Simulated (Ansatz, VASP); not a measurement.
Ga3P: VASP beside Ansatz

INCAR

```
SYSTEM = Ga3P
PREC = Accurate ; ENCUT = 600
EDIFF = 1E-6 ; ISMEAR = 0
SIGMA = 0.1 ; LREAL = .False.
LASPH = .True. ; NELM = 80
ALGO = Normal ; ISIF = 3
LWAVE = .False. ; LCHARG = .False.
GGA = PE ; IBRION = 2
NSW = 100 ; EDIFFG = -0.01
```

Contents of KPOINTS:

```
regular mesh
0
Gamma
  10 10 6
  0 0 0
```

File POSCAR:

```
Ga3P
1.0
    3.7629496747      0.0000000000      0.0000000000
    0.0000000000      3.7629496747      0.0000000000
    0.0000000000      0.0000000000      6.4169122121
Ga P
3 1
Direct
    0.5000000000      0.0000000000      0.7786727016
    0.0000000000      0.5000000000      0.2213272984
    0.5000000000      0.5000000000      0.5000000000
    0.0000000000      0.0000000000      0.0000000000
```

Input for Ansatz:

```yaml
crystal:
  lattice:
    - [3.7629496747, 0.0, 0.0]
    - [0.0, 3.7629496747, 0.0]
    - [0.0, 0.0, 6.4169122121]
  atoms:
    - { symbol: Ga, position: [0.5, 0.0, 0.7786727016] }
    - { symbol: Ga, position: [0.0, 0.5, 0.2213272984] }
    - { symbol: Ga, position: [0.5, 0.5, 0.5] }
    - { symbol: P, position: [0.0, 0.0, 0.0] }
basis:
  ecutwfc: 420
kpoints:
  mp_grid: { grid: [10, 10, 6] }
hamiltonian:
  xc: pbe
scf:
  occupations: { method: gaussian, width: 0.1 }
output:
  forces: true
  stress: true
  eigenvalues: true
relax:
  adjacent_minimum: "off"
  f_tol: 0.01
  max_steps: 80
  cell: { stress_tol: 0.05 }
```

Alike in both runs: task relaxation of cell and atoms; functional PBE; k mesh 10 × 10 × 6; occupations gaussian, width 0.1 eV; no spin polarisation.

```csv
,VASP,Ansatz
version,VASP 6.6.1,Ansatz 0.2.0
potentials or method,"VASP PAW PBE potentials, release 64 (Ga_d, P), cutoff 600 eV","scalar-relativistic, plane waves, PAW"
valence electrons in the cell,44,44
```

Ansatz gave:

```
gap on the k mesh at the Fermi level, each at its own relaxed structure (eV) : none
relaxed volume (Å³/atom)                                                     : 22.55
relaxed cell length with the largest relative difference (Å)                 : 6.489
```

Q: Which values does VASP return?

A: gap on the k mesh at the Fermi level, each at its own relaxed structure (eV): none; relaxed volume (Å³/atom): 22.55; relaxed cell length with the largest relative difference (Å): 6.491.

A gap of «none» marks a metal or a gap that the smearing closes.
